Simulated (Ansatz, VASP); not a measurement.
# MgO2 in VASP and in Ansatz

Contents of POSCAR:

```
MgO2
1.0
    1.3640468636      0.7875328239      3.4939788749
   -1.3640468636      0.7875328239      3.4939788749
    0.0000000000     -1.5750656478      3.4939788749
Mg O
1 2
Direct
    0.0000000000      0.0000000000      0.0000000000
    0.4287860000      0.4287860000      0.4287860000
    0.5712140000      0.5712140000      0.5712140000
```

File INCAR.step1:

```
SYSTEM = MgO2
PREC     = Accurate       ! precision mode
ENCUT    = 520            ! plane-wave cutoff, eV
ISMEAR   = 0              ! smearing method
SIGMA    = 0.05           ! smearing width, eV
LREAL    = .False.        ! projectors in reciprocal space
LASPH    = .True.         ! aspherical terms in the spheres
NELM     = 80             ! most SCF steps
NBANDS   = 14             ! bands
GGA      = PE             ! functional
ALGO     = Normal         ! electronic algorithm
EDIFF    = 1E-4           ! SCF threshold, eV
LWAVE    = .True.         ! write WAVECAR
LCHARG   = .False.        ! write CHGCAR
```

File INCAR.step2:

```
SYSTEM = MgO2
PREC     = Accurate       ! precision mode
ENCUT    = 520            ! plane-wave cutoff, eV
EDIFF    = 1E-6           ! SCF threshold, eV
ISMEAR   = 0              ! smearing method
SIGMA    = 0.05           ! smearing width, eV
LREAL    = .False.        ! projectors in reciprocal space
LASPH    = .True.         ! aspherical terms in the spheres
NELM     = 80             ! most SCF steps
ALGO     = Normal         ! electronic algorithm
ISIF     = 2              ! what is computed and relaxed
LWAVE    = .False.        ! write WAVECAR
LCHARG   = .False.        ! write CHGCAR
METAGGA  = R2SCAN         ! meta-GGA
LMIXTAU  = .True.       
NBANDS   = 14             ! bands
ISTART   = 1
```

Contents of KPOINTS:

```
regular mesh
0
Gamma
  12 12 12
  0 0 0
```

Input for Ansatz:

```yaml
crystal:
  lattice:
    - [1.3640468636, 0.7875328239, 3.4939788749]
    - [-1.3640468636, 0.7875328239, 3.4939788749]
    - [0.0, -1.5750656478, 3.4939788749]
  atoms:
    - { symbol: Mg, position: [0.0, 0.0, 0.0] }
    - { symbol: O, position: [0.428786, 0.428786, 0.428786] }
    - { symbol: O, position: [0.571214, 0.571214, 0.571214] }
basis:
  ecutwfc: 500
kpoints:
  mp_grid: { grid: [12, 12, 12] }
hamiltonian:
  xc: r2scan
scf:
  occupations: { method: gaussian, width: 0.05 }
output:
  forces: true
  stress: true
  eigenvalues: true
```

Change from the starting cell: strain -0.1500 x Voigt [1, 1, 0, 0, 0, 0], atoms carried along.

Alike in both runs: task single point; functional r2SCAN; k mesh 12 × 12 × 12; occupations gaussian, width 0.05 eV; no spin polarisation.

|  | VASP | Ansatz |
| --- | --- | --- |
| version | VASP 6.6.1 | Ansatz 0.2.0 |
| potentials or method | VASP PAW PBE potentials, release 64 (Mg, O), cutoff 520 eV | scalar-relativistic, plane waves, PAW |
| valence electrons in the cell | 14 | 22 |

|  | VASP | Ansatz | Ansatz less VASP |
| --- | --- | --- | --- |
| gap on the k mesh at the Fermi level (eV) | 1.92 | 1.94 | +0.028 |
| least direct gap on the mesh (eV) | 1.92 | 1.94 | +0.028 |
| pressure (GPa) | 61.7 | 60.8 | -0.82 |
| traceless stress, the component that is largest in VASP (GPa) | -45.64 | -46.93 | -1.291 |
| rms of the force components (eV/Å) | 1.614 | 1.698 | +0.0840 |

VASP's potentials were made for PBE, not for r2SCAN. Atom by atom the forces differ by 0.084 eV/Å (rms over components). Both programs put the cell under a high pressure, so it lies far from rest at this level. The functional is the same, so the differences come from potentials, cutoffs and numerics. VASP's potentials hold 14 valence electrons a cell and Ansatz's 22, so a difference there can come from the potentials and not from the codes.

Noted on VASP's run: the cell as given lies far from equilibrium.
